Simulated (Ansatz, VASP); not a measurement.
# Two plane-wave programs on HC4

File INCAR:

```
PREC = Accurate ; ENCUT = 520
EDIFF = 1E-6 ; ISMEAR = 0
SIGMA = 0.1 ; LREAL = F
LASPH = T ; NELM = 120
ALGO = Normal ; ISIF = 2
LWAVE = F ; LCHARG = F
LDIPOL = T ; IDIPOL = 3
DIPOL = 0.5 0.5 0.251 ; GGA = PE
IVDW = 12 ; NBANDS = 28
GGA_COMPAT = F ; NELMDL = -8
```

The input KPOINTS:

```
regular mesh
0
Gamma
  6 6 1
```

Contents of POSCAR:

```
HC4
1.0
    4.9314379192      0.0000000000      0.0000000000
   -2.4657189596      4.2707505152      0.0000000000
    0.0000000000      0.0000000000     18.0000000000
C H
8 2
Direct
    0.1666666667      0.3333333333      0.2222222222
    0.1666666667      0.8333333333      0.2222222222
    0.6666666667      0.3333333333      0.2222222222
    0.6666666667      0.8333333333      0.2222222222
    0.3333333333      0.1666666667      0.2222222222
    0.3333333333      0.6666666667      0.2222222222
    0.8333333333      0.1666666667      0.2222222222
    0.8333333333      0.6666666667      0.2222222222
    0.1286171483      0.3713828517      0.3666666667
    0.2047161850      0.2952838150      0.3666666667
```

Input for Ansatz:

```yaml
crystal:
  lattice:
    - [4.9314379195, 0.0, 0.0]
    - [-2.4657189597, 4.2707505154, 0.0]
    - [0.0, 0.0, 18.0]
  atoms:
    - { symbol: C, position: [0.1666666667, 0.3333333333, 0.2222222222] }
    - { symbol: C, position: [0.1666666667, 0.8333333333, 0.2222222222] }
    - { symbol: C, position: [0.6666666667, 0.3333333333, 0.2222222222] }
    - { symbol: C, position: [0.6666666667, 0.8333333333, 0.2222222222] }
    - { symbol: C, position: [0.3333333333, 0.1666666667, 0.2222222222] }
    - { symbol: C, position: [0.3333333333, 0.6666666667, 0.2222222222] }
    - { symbol: C, position: [0.8333333333, 0.1666666667, 0.2222222222] }
    - { symbol: C, position: [0.8333333333, 0.6666666667, 0.2222222222] }
    - { symbol: H, position: [0.1286171483, 0.3713828517, 0.3666666667] }
    - { symbol: H, position: [0.204716185, 0.295283815, 0.3666666667] }
basis:
  ecutwfc: 420
kpoints:
  mp_grid: { grid: [6, 6, 1] }
hamiltonian:
  xc: pbe
  dispersion: d3bj
scf:
  occupations: { method: gaussian, width: 0.1 }
output:
  forces: true
  eigenvalues: true
efield:
  axis: 3
  dipole_correction: true
  ramp_width: 0.04
```

Alike in both runs: task single point; functional PBE; dispersion D3(BJ); k mesh 6 × 6 × 1; occupations gaussian, width 0.1 eV; no spin polarisation.

|  | VASP | Ansatz |
| --- | --- | --- |
| version | VASP 6.6.1 | Ansatz 0.2.0 |
| potentials or method | VASP PAW PBE potentials, release 64 (C, H), cutoff 520 eV | scalar-relativistic, plane waves, PAW |
| valence electrons in the cell | 34 | 34 |

|  | VASP | Ansatz | Ansatz less VASP |
| --- | --- | --- | --- |
| gap on the k mesh at the Fermi level (eV) | 0.01 | 0.01 | 0.000 |
| least direct gap on the mesh (eV) | 0.01 | 0.01 | 0.000 |
| rms of the force components (eV/Å) | 1.245 | 1.236 | -0.0090 |

Atom by atom the forces differ by 0.009 eV/Å (rms over components).
